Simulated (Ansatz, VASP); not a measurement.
## Ge in VASP and in Ansatz

```
CELL_PARAMETERS angstrom
0.00000 2.88574 5.11566
2.63050 0.00000 5.11566
2.63050 2.88574 0.00000
ATOMIC_POSITIONS crystal
Ge 0.72649 0.27351 0.72649
Ge 0.27351 0.72649 0.27351
Ge 0.21813 0.21813 0.78187
Ge 0.78187 0.78187 0.21813
```

Alike in both runs: task relaxation of cell and atoms; functional BLYP; dispersion D4; k mesh 5 × 5 × 5; occupations fermi-dirac, width 0.05 eV; no spin polarisation.

```csv
,VASP,Ansatz
version,VASP 6.6.1,Ansatz 0.2.0
potentials or method,"VASP PAW PBE potentials, release 64 (Ge_d)",Ansatz PAW
plane-wave cutoff (eV),600,420
valence electrons in the cell,56,56
```

Ansatz gave:

* gap on the k mesh at the Fermi level, each at its own relaxed structure (eV): none
* relaxed volume (Å³/atom): 23.52
* relaxed cell length with the largest relative difference (Å): 4.153

Problem. Which values does VASP return?

Solution. gap on the k mesh at the Fermi level, each at its own relaxed structure (eV): none; relaxed volume (Å³/atom): 20.95; relaxed cell length with the largest relative difference (Å): 3.972.

VASP's potentials were made for PBE, not for BLYP. A gap of «none» marks a metal or a gap that the smearing closes. One of these differences is far larger than is usual between the two programs; its cause wasn't traced.

Noted on Ansatz's run: the volume moved by over 15 % at a fixed basis, so the end points are rough; the plane-wave basis is chosen anew once the cell has moved, so the energies of steps on either side of that aren't comparable.
